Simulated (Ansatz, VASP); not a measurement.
AlNi: VASP beside Ansatz

Contents of INCAR:

```
SYSTEM = AlNi
ALGO = Fast
EDIFF = 1E-6
ENCUT = 520
GGA = PE
ISIF = 2
ISMEAR = 0
LASPH = .TRUE.
LCHARG = .FALSE.
LREAL = .FALSE.
LWAVE = .FALSE.
NBANDS = 14
NELM = 60
PREC = Accurate
SIGMA = 0.15
```

File KPOINTS:

```
k-points
0
G
  20 20 20
  0 0 0
```

Contents of POSCAR:

```
AlNi
1.0
    2.0428098070     -2.3492312780      0.0000000000
    2.0428098070      2.3492312780      0.0000000000
    0.0000000000      0.0000000000      2.9011416498
Al Ni
1 1
Direct
    0.0000000000      0.0000000000      0.0000000000
    0.5000000000      0.5000000000      0.5000000000
```

Input for Ansatz:

```yaml
crystal:
  lattice:
    - [2.042809807, -2.349231278, 0.0]
    - [2.042809807, 2.349231278, 0.0]
    - [0.0, 0.0, 2.9011416498]
  atoms:
    - { symbol: Al, position: [0.0, 0.0, 0.0] }
    - { symbol: Ni, position: [0.5, 0.5, 0.5] }
basis:
  ecutwfc: 420
kpoints:
  mp_grid: { grid: [20, 20, 20] }
hamiltonian:
  xc: pbe
scf:
  occupations: { method: gaussian, width: 0.15 }
output:
  forces: true
  stress: true
  eigenvalues: true
```

Change from the starting cell: strain +0.1500 x Voigt [0, 1, 0, 0, 0, 0], atoms carried along.

Alike in both runs: task single point; functional PBE; k mesh 20 × 20 × 20; occupations gaussian, width 0.15 eV; no spin polarisation.

```csv
,VASP,Ansatz
version,VASP 6.6.1,Ansatz 0.2.0
potentials or method,"VASP PAW PBE potentials, release 64 (Al, Ni), cutoff 520 eV","scalar-relativistic, plane waves, PAW"
valence electrons in the cell,13,21
```

|  | VASP | Ansatz | Ansatz less VASP |
| --- | --- | --- | --- |
| gap on the k mesh at the Fermi level (eV) | none | none | - |
| pressure (GPa) | -13.9 | -13.8 | +0.04 |
| traceless stress, the component that is largest in VASP (GPa) | -10.34 | -10.30 | +0.039 |

A gap of «none» marks a metal or a gap that the smearing closes. VASP's potentials hold 13 valence electrons a cell and Ansatz's 21, so a difference there can come from the potentials and not from the codes.
